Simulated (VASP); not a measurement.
Wanted: the native input for a VASP 6.6.1 run.

```
Task                   : relaxation of shape and atoms at fixed volume
Functional             : r2SCAN
Potentials or basis    : VASP PAW PBE potentials, release 64 (Pb_d)
Cutoff                 : 600 eV
k mesh                 : 15 × 15 × 8
Occupations            : gaussian, width 0.1 eV
Spin                   : no spin polarisation
Dipole correction      : no
Further INCAR settings : ALGO = Normal; EDIFF = 1e-07; IBRION = 2; EDIFFG = -0.01; NSW = 50; ISIF = 4
```

The system is Pb.

```
Pb
1.0
     3.58284    0.00000    0.00000
    -1.79142    3.10283    0.00000
     0.00000    0.00000    5.91069
Pb
2
Direct
  0.33333 0.66667 0.25000
  0.66667 0.33333 0.75000
```

This isn't the form of Pb at room conditions, which is fcc.

The input as run:

POSCAR

```
Pb
1.0
    3.5828385191      0.0000000000      0.0000000000
   -1.7914192595      3.1028291752      0.0000000000
    0.0000000000      0.0000000000      5.9106896538
Pb
2
Direct
    0.3333333333      0.6666666667      0.2500000000
    0.6666666667      0.3333333333      0.7500000000
```

INCAR.step1

```
PREC = Accurate
ENCUT = 600
ISMEAR = 0
SIGMA = 0.1
LREAL = F
LASPH = T
NELM = 100
GGA = PE
ALGO = Normal
EDIFF = 1E-4
LWAVE = T
LCHARG = F
```

INCAR.step2

```
PREC = Accurate
ENCUT = 600
EDIFF = 1E-7
ISMEAR = 0
SIGMA = 0.1
LREAL = F
LASPH = T
NELM = 100
ALGO = Normal
ISIF = 4
LWAVE = F
LCHARG = F
METAGGA = R2SCAN
LMIXTAU = T
IBRION = 2
NSW = 50
EDIFFG = -0.01
ISTART = 1
```

KPOINTS

```
Automatic mesh
0
Gamma
  15 15 8
```

Potentials or basis: VASP PAW PBE potentials, release 64 (Pb_d).

Run with:

```bash
$ cat potpaw_PBE.64/Pb_d/POTCAR > POTCAR
$ cp INCAR.step1 INCAR
$ mpirun -np 1 vasp_std > vasp.out
$ cp INCAR.step2 INCAR
$ mpirun -np 1 vasp_std > vasp.out
```

Results of the run:

```yaml
Pressure_after_relaxing: -2.2 GPa
Band_gap_on_the_k_mesh: zero (bands 14 and 15 overlap by 7.34 eV)
```

Caveat: the relaxation stopped at its first step, so nothing moved; the PAW data sets were made with another functional, which shifts forces and pressure a little; spin-orbit coupling is left out, which moves the levels of the heavy elements.

Run time: 15 min on 1 thread of Oxide Virtual Turin-like Processor, with other jobs on the host, peak memory 0.29 GiB.
